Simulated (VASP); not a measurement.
A run of VASP 6.6.1 is set up as follows.

Contents of INCAR:

```
  PREC = Accurate
  ENCUT = 520
  EDIFF = 1E-7
  ISMEAR = -1
  SIGMA = 0.05
  LREAL = False
  LASPH = True
  NELM = 60
  ALGO = Normal
  ISIF = 2
  LWAVE = False
  LCHARG = False
  GGA = RE
  NBANDS = 16
```

The input KPOINTS:

```
Automatic mesh
0
Gamma
  10 10 10
```

Contents of POSCAR:

```
GaN
1.0
    0.0000000000      2.2871934539      2.2871934539
    2.2871934539      0.0000000000      2.2871934539
    2.2871934539      2.2871934539      0.0000000000
Ga N
1 1
Direct
    0.0000000000      0.0000000000      0.0000000000
    0.2500000000      0.2500000000      0.2500000000
```

Potentials or basis: VASP PAW PBE potentials, release 64 (Ga_d, N).

Command:

```bash
$ cat potpaw_PBE.64/Ga_d/POTCAR potpaw_PBE.64/N/POTCAR > POTCAR
$ mpirun -np 1 vasp_std > vasp.out
```

(1) Estimate the pressure.

(2) What does it give for the band gap on the k mesh?

Results:

(1) -0.1 GPa.

(2) 1.48 eV, direct.

Caveat: the PAW data sets were made with another functional, which shifts forces and pressure a little.
